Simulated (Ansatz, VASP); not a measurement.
# Cu2Cl in VASP and in Ansatz

```
Cu Cl
1.0
     6.08136    0.00000    0.00000
     0.00000    5.60785    0.00000
     0.00000    0.00000    2.96786
Cu Cl
4 2
Direct
  0.17514 0.40428 0.00000
  0.82486 0.59572 0.00000
  0.67514 0.09572 0.50000
  0.32486 0.90428 0.50000
  0.00000 0.00000 0.00000
  0.50000 0.50000 0.50000
```

Alike in both runs: functional PBE; k mesh 4 × 4 × 6; occupations gaussian, width 0.1 eV; no spin polarisation.

Ansatz relaxed the structure, and its values are those at the end. VASP's run is a single point on that final structure, the one shown.

|  | VASP | Ansatz |
| --- | --- | --- |
| version | VASP 6.6.1 | Ansatz 0.2.0 |
| potentials or method | VASP PAW PBE potentials, release 64 (Cu, Cl), cutoff 520 eV | scalar-relativistic, plane waves, PAW |
| valence electrons in the cell | 58 | 90 |

|  | VASP | Ansatz | Ansatz less VASP |
| --- | --- | --- | --- |
| gap on the k mesh at the Fermi level (eV) | none | none | - |
| pressure (GPa) | 0.0 | 0.0 | -0.02 |
| rms of the force components (eV/Å) | 0.003 | 0.002 | -0.0009 |

A gap of «none» marks a metal or a gap that the smearing closes. VASP's potentials hold 58 valence electrons a cell and Ansatz's 90, so a difference there can come from the potentials and not from the codes.
